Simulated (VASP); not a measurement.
A run of VASP 6.6.1:

The input INCAR:

```
PREC = Accurate ; ENCUT = 520
EDIFF = 1E-7 ; ISMEAR = -1
SIGMA = 0.05 ; LREAL = F
LASPH = T ; NELM = 150
ALGO = Normal ; ISIF = 2
LWAVE = F ; LCHARG = F
LMAXMIX = 4 ; LDAU = T
LDAUTYPE = 2 ; LDAUL = 2 -1
LDAUU = 5.3 0 ; LDAUJ = 0 0
LDAUPRINT = 1 ; NBANDS = 25
```

KPOINTS

```
Automatic mesh
0
Gamma
  10 10 5
```

The input POSCAR:

```
CuO
1.0
    0.1896038200     -2.1722883700     -2.0431441000
   -2.0197235200      0.1062952100     -1.9598354900
    2.3832003700      2.2858393900     -4.3894430400
Cu O
2 2
Direct
    0.4562322400      0.5306856300      0.4854117400
    0.9742842800      0.9858673900      0.0243612000
    0.8016626700      0.7447211200      0.7392802400
    0.2678208100      0.2387258700      0.2509468100
```

Potentials or basis: VASP PAW LDA potentials, release 64 (Cu, O).

Command:

```console
$ cat potpaw_LDA.64/Cu/POTCAR potpaw_LDA.64/O/POTCAR > POTCAR
$ mpirun -np 1 vasp_std > vasp.out
```

Hardware: 1 thread of Intel(R) Xeon(R) Platinum 8559C (Emerald Rapids), with other jobs on the host.

Problem. How long does it take, and how much memory?

Solution. Run time: 2.7 min on 1 thread of Intel(R) Xeon(R) Platinum 8559C (Emerald Rapids), on a shared host, peak memory 0.3 GiB. Counts: scf iterations 18, k points 252.
